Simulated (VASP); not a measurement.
# Sb (Fm-3m) in VASP: a series of runs, part 2 of 2

VASP 6.6.1.

## Step 4: Relaxation of cell and atoms, PBE, target pressure 100 GPa, at which the enthalpy is minimised

This run uses another cell than the first one, of 16.21 Å³/atom, 0.990 times its volume.

File INCAR:

```
SYSTEM = Sb
ALGO = Normal
EDIFF = 1E-7
EDIFFG = -0.005
ENCUT = 600
GGA = PE
IBRION = 2
ISIF = 3
ISMEAR = -1
LASPH = .True.
LCHARG = .False.
LREAL = .False.
LWAVE = .False.
NELM = 100
NSW = 60
PREC = Accurate
PSTRESS = 1000.0
SIGMA = 0.08
```

File KPOINTS:

```
k-points
0
Gamma
  16 16 16
  0 0 0
```

File POSCAR:

```
Sb
1.0
    0.0000000000      2.0086535354      2.0086535354
    2.0086535354      0.0000000000      2.0086535354
    2.0086535354      2.0086535354      0.0000000000
Sb
1
Direct
    0.0000000000      0.0000000000      0.0000000000
```

Potentials or basis: VASP PAW PBE potentials, release 64 (Sb).

Run with:

```
$ cat potpaw_PBE.64/Sb/POTCAR > POTCAR
$ mpirun -np 1 vasp_std > vasp.out
```

OUTCAR:

```text
SYSTEM = Sb
   EDIFF = 1E-7
   EDIFFG = -0.005
   ENCUT = 600
   GGA = PE
   IBRION = 2
   ISIF = 3
   ISMEAR = -1
   LASPH = .True.
   LREAL = .False.
   NELM = 100
   NSW = 60
   PREC = Accurate
   PSTRESS = 1000.0

 ion  position               nearest neighbor table
   1  0.000  0.000  0.000-

  LATTYP: Found a face centered cubic cell.
 ALAT       =     4.0173070708

  Lattice vectors:

 A1 = (   0.0000000000,   2.0086535354,   2.0086535354)
 A2 = (   2.0086535354,   0.0000000000,   2.0086535354)
 A3 = (   2.0086535354,   2.0086535354,   0.0000000000)

Analysis of symmetry for initial positions (statically):
=====================================================================
 Subroutine PRICEL returns:
 Original cell was already a primitive cell.

 Routine SETGRP: Setting up the symmetry group for a
 face centered cubic supercell.

 Subroutine GETGRP returns: Found 48 space group operations
 (whereof 48 operations were pure point group operations)
 out of a pool of 48 trial point group operations.

The static configuration has the point symmetry O_h .

Analysis of symmetry for dynamics (positions and initial velocities):
=====================================================================
 Subroutine PRICEL returns:
 Original cell was already a primitive cell.

 Routine SETGRP: Setting up the symmetry group for a
 face centered cubic supercell.

 Subroutine GETGRP returns: Found 48 space group operations
 (whereof 48 operations were pure point group operations)
 out of a pool of 48 trial point group operations.

The dynamic configuration has the point symmetry O_h .

 Subroutine INISYM returns: Found 48 space group operations
 (whereof 48 operations are pure point group operations),
 and found     1 'primitive' translations

[... 118 lines left out ...]
   LHFCALC =     F    Hartree Fock is set to
   AEXX    =    0.0000 exact exchange contribution
   IVDW    =     0    specifies the selected vdW correction
   LEPSILON=     F    determine dielectric tensor
   LRPA    =     F    only Hartree local field effects (RPA)
 conjugate gradient relaxation of ions
 non-spin polarized calculation
  energy-cutoff  :      600.00
  volume of cell :       16.21
 maximum number of plane-waves:       560
   NGX = 11   NGY = 11   NGZ = 11

--------------------------------------- Ionic step        1  -------------------------------------------

 number of electron       5.0000000 magnetization

 Free energy of the ion-electron system (eV)
  ---------------------------------------------------
  ext. energy  EPLUGINS =         0.00000000
  ---------------------------------------------------
  free energy    TOTEN  =        -1.57170369 eV

  energy without entropy =       -1.55899347  energy(sigma->0) =       -1.56534858

------------------------ aborting loop because EDIFF is reached ----------------------------------------

  FORCE on cell =-STRESS in cart. coord.  units (eV):
  Direction    XX          YY          ZZ          XY          YZ          ZX
  --------------------------------------------------------------------------------------
  -------------------------------------------------------------------------------------
  Total       10.7086339     10.7086339     10.7086339     -0.0000000     -0.0000000     -0.0000000
  in kB     1058.5211919   1058.5211919   1058.5211919     -0.0000000     -0.0000000     -0.0000000
  external PRESSURE =      58.5211919 kB  Pullay stress =    1000.0000000 kB
[... 98 lines left out ...]
--------------------------------------- Ionic step        4  -------------------------------------------

 number of electron       5.0000000 magnetization

 Free energy of the ion-electron system (eV)
  ---------------------------------------------------
  ext. energy  EPLUGINS =         0.00000000
  ---------------------------------------------------
  free energy    TOTEN  =        -1.71035229 eV

  energy without entropy =       -1.69764917  energy(sigma->0) =       -1.70400073

 E-fermi :  16.7423     XC(G=0): -12.5410

 val. band max:       16.7303341639   @ k =   0.4375   0.2500   0.1250
 cond. band min:      16.7810245282   @ k =  -0.3750   0.1875   0.0000
 fundamental gap:      0.0506903643
 Fermi energy:        16.7422500595

 k-point     1 :       0.0000    0.0000    0.0000
  band No.  band energies     occupation
      1      -1.3571      2.00000
      2      26.2070      0.00000
      3      26.2416      0.00000
      4      26.2416      0.00000
      5      26.2416      0.00000
      6      28.4569      0.00000
[... 199 lines left out ...]
 k-point    24 :      -0.0625    0.0625    0.0000
  band No.  band energies     occupation
      1      -1.0416      2.00000
      2      23.4970      0.00000
      3      23.6071      0.00000
      4      26.5504      0.00000
      5      26.5717      0.00000
      6      28.5889      0.00000

 [... further k-points ...]

------------------------ aborting loop because EDIFF is reached ----------------------------------------

  FORCE on cell =-STRESS in cart. coord.  units (eV):
  Direction    XX          YY          ZZ          XY          YZ          ZX
  --------------------------------------------------------------------------------------
  -------------------------------------------------------------------------------------
  Total       10.2487476     10.2487476     10.2487476     -0.0000000      0.0000000      0.0000000
  in kB      999.7439383    999.7439383    999.7439383     -0.0000000      0.0000000      0.0000000
  external PRESSURE =      -0.2560617 kB  Pullay stress =    1000.0000000 kB
[... 20 lines left out ...]
  energy  without entropy=       -1.6976491661  energy(sigma->0) =       -1.70400073

  enthalpy is  TOTEN    =         8.5410203007 eV   P V=       10.2513725924

 reached required accuracy - stopping structural energy minimisation
```

Wall time 19 s (1 thread of Intel Xeon 6975P-C (Granite Rapids), shared host); peak memory 0.15 GiB.

Results:

| Quantity | Value |
| --- | --- |
| Free energy | -1.7104 eV |
| Relaxed volume | 16.42 Å³/atom |
| Relaxed cell | a = 2.853 Å, b = 2.853 Å, c = 2.853 Å, α = 60.00°, β = 60.00°, γ = 60.00° |
| Space group after relaxing (to 0.05 Å) | Fm-3m (No. 225) |
| Energy change on relaxing (the enthalpy is what falls) | -138.6 meV/atom |
| Ionic steps | 4 |
| Pressure after relaxing | 100.0 GPa |

The path:
```tsv
step	energy change (eV)	largest force (eV/Å)	pressure (GPa)	volume (Å³)
1	0.0000	0.0000	105.85	16.21
2	-0.7870	0.0000	72.81	17.64
3	-0.1432	0.0000	99.81	16.43
4	-0.1386	0.0000	99.97	16.42
```

Final structure:
```
Sb
1.0
     0.00000    2.01753    2.01753
     2.01753    0.00000    2.01753
     2.01753    2.01753    0.00000
Sb
1
Direct
  0.00000 0.00000 0.00000
```

Caveat: the cell is relaxed towards a set pressure, so the enthalpy falls and the energy may rise; spin-orbit coupling is left out, which moves the levels of the heavy elements.

## Step 5: Relaxation of cell and atoms, PBE, target pressure 100 GPa, at which the enthalpy is minimised

File INCAR:

```
PREC     = Accurate       # precision mode
ENCUT    = 600            # plane-wave cutoff, eV
EDIFF    = 1E-6           # SCF threshold, eV
ISMEAR   = -1             # smearing method
SIGMA    = 0.08           # smearing width, eV
LREAL    = F              # projectors in reciprocal space
LASPH    = T              # aspherical terms in the spheres
NELM     = 60             # most SCF steps
ALGO     = Normal         # electronic algorithm
ISIF     = 3              # what is computed and relaxed
LWAVE    = F              # write WAVECAR
LCHARG   = F              # write CHGCAR
GGA      = PE             # functional
IBRION   = 2              # ionic algorithm
NSW      = 32             # ionic steps
EDIFFG   = -0.005         # ionic threshold
PSTRESS  = 1000.0
```

File KPOINTS:

```
Automatic mesh
0
Gamma
  16 16 16
```

File POSCAR:

```
Sb
1.0
    0.0000000000      2.0150894286      2.0150894286
    2.0150894286      0.0000000000      2.0150894286
    2.0150894286      2.0150894286      0.0000000000
Sb
1
Direct
    0.0000000000      0.0000000000      0.0000000000
```

Run with:

```
$ cat potpaw_PBE.64/Sb/POTCAR > POTCAR
$ mpirun -np 1 vasp_std > vasp.out
```

Run time: 13 s. Hardware: 1 thread of Intel Xeon 6975P-C (Granite Rapids), shared host; peak memory 0.15 GiB.

It converged, with:

- Free energy: -1.7102 eV
- Relaxed volume: 16.42 Å³/atom
- Relaxed cell: a = 2.853 Å, b = 2.853 Å, c = 2.853 Å, α = 60.00°, β = 60.00°, γ = 60.00°
- Space group after relaxing (to 0.05 Å): Fm-3m (No. 225)
- Energy change on relaxing (the enthalpy is what falls): -37.4 meV/atom
- Ionic steps: 3
- Pressure after relaxing: 100.0 GPa

The path:
```
step  energy change (eV)  largest force (eV/Å)  pressure (GPa)  volume (Å³)
   1              0.0000                0.0000          101.58        16.36
   2             -0.2326                0.0000           91.81        16.75
   3             -0.0374                0.0000           99.99        16.42
```

Final structure:
```
Sb
1.0
     0.00000    2.01752    2.01752
     2.01752    0.00000    2.01752
     2.01752    2.01752    0.00000
Sb
1
Direct
  0.00000 0.00000 0.00000
```

Levels at points of the mesh, in eV from the Fermi level:
```csv
k point,band 1,band 2,band 3,band 4,band 5,band 6
"(0.00, 0.00, 0.00)",-18.10,9.46,9.50,9.50,9.50,11.71
"(0.50, 0.00, 0.00)",-10.88,-9.85,6.37,6.37,8.91,10.45
"(0.50, 0.50, 0.00)",-8.32,-7.54,0.24,0.24,4.48,5.25
```

Caveat: the cell is relaxed towards a set pressure, so the enthalpy falls and the energy may rise; spin-orbit coupling is left out, which moves the levels of the heavy elements.

## Step 6: Overview

```csv
task,cell,cutoff (eV),gap on the mesh (eV),pressure (GPa)
single point,"a = 2.850 Å, angles 60.0°, 1 atom",520,none,101.6
relaxation of cell and atoms,"relaxed to 100 GPa from a = 2.841 Å, angles 60.0°, 1 atom",600,none,100.0
relaxation of cell and atoms,"relaxed to 100 GPa from a = 2.850 Å, angles 60.0°, 1 atom",600,none,100.0
```

Alike in all rows: level PBE; potentials or basis VASP PAW PBE potentials, release 64 (Sb); no spin polarisation; k mesh 16 × 16 × 16; smearing fermi-dirac 0.08 eV.

Caveats: spin-orbit coupling is left out, which moves the levels of the heavy elements; the cell is relaxed towards a set pressure, so the enthalpy falls and the energy may rise (some runs).

Absolute energies hang on the potentials; compare differences alone.
